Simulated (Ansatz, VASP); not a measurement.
One calculation of Al3Cu2, two programs

The input POSCAR:

```
Al3Cu2
1.0
    4.0472680556      0.0074024528      0.0200421321
   -2.0172233156      3.4831102312     -0.0120505430
    0.0244543287     -0.0028593368      4.9807017204
Al Cu
3 2
Direct
   -0.0008572511     -0.0022964813     -0.0037870460
    0.3239394096      0.6152035583      0.3246428018
    0.6361111384      0.3216370404      0.6524015193
    0.2936928577      0.6558659016      0.8549848793
    0.6488481480      0.2910866889      0.1295631523
```

File INCAR.step1:

```
  ALGO = Normal
  EDIFF = 1E-4
  ENCUT = 520
  GGA = PE
  ISMEAR = 0
  LASPH = True
  LCHARG = False
  LREAL = False
  LWAVE = True
  NBANDS = 24
  NELM = 100
  PREC = Accurate
  SIGMA = 0.1
```

INCAR.step2

```
  ALGO = Normal
  EDIFF = 1E-6
  ENCUT = 520
  ISIF = 2
  ISMEAR = 0
  ISTART = 1
  LASPH = True
  LCHARG = True
  LELF = True
  LMIXTAU = True
  LREAL = False
  LVHAR = True
  LWAVE = False
  METAGGA = R2SCAN
  NBANDS = 24
  NELM = 100
  PREC = Accurate
  SIGMA = 0.1
```

KPOINTS

```
k-points
0
Gamma
  6 6 4
```

Input for Ansatz:

```yaml
crystal:
  lattice:
    - [4.0472680556, 0.0074024528, 0.0200421321]
    - [-2.0172233156, 3.4831102312, -0.012050543]
    - [0.0244543287, -0.0028593368, 4.9807017204]
  atoms:
    - { symbol: Al, position: [-0.0008572511, -0.0022964813, -0.003787046] }
    - { symbol: Al, position: [0.3239394096, 0.6152035583, 0.3246428018] }
    - { symbol: Al, position: [0.6361111384, 0.3216370404, 0.6524015193] }
    - { symbol: Cu, position: [0.2936928577, 0.6558659016, 0.8549848793] }
    - { symbol: Cu, position: [0.648848148, 0.2910866889, 0.1295631523] }
basis:
  ecutwfc: 500
kpoints:
  mp_grid: { grid: [6, 6, 4] }
hamiltonian:
  xc: r2scan
scf:
  occupations: { method: gaussian, width: 0.1 }
output:
  forces: true
  stress: true
  eigenvalues: true
```

Change from the starting cell: kmesh displaced: [6, 6, 4] Gamma-centred.

Alike in both runs: task single point; functional r2SCAN; k mesh 6 × 6 × 4; occupations gaussian, width 0.1 eV; no spin polarisation.

|  | VASP | Ansatz |
| --- | --- | --- |
| version | VASP 6.6.1 | Ansatz 0.2.0 |
| potentials or method | VASP PAW PBE potentials, release 64 (Al, Cu), cutoff 520 eV | scalar-relativistic, plane waves, PAW |
| valence electrons in the cell | 31 | 47 |

```csv
,VASP,Ansatz,Ansatz less VASP
gap on the k mesh at the Fermi level (eV),none,none,-
pressure (GPa),7.3,7.2,-0.02
"traceless stress, the component that is largest in VASP (GPa)",-3.20,-3.21,-0.005
rms of the force components (eV/Å),0.827,0.826,-0.0009
```

VASP's potentials were made for PBE, not for r2SCAN. Atom by atom the forces differ by 0.002 eV/Å (rms over components). A gap of «none» marks a metal or a gap that the smearing closes. VASP's potentials hold 31 valence electrons a cell and Ansatz's 47, so a difference there can come from the potentials and not from the codes.
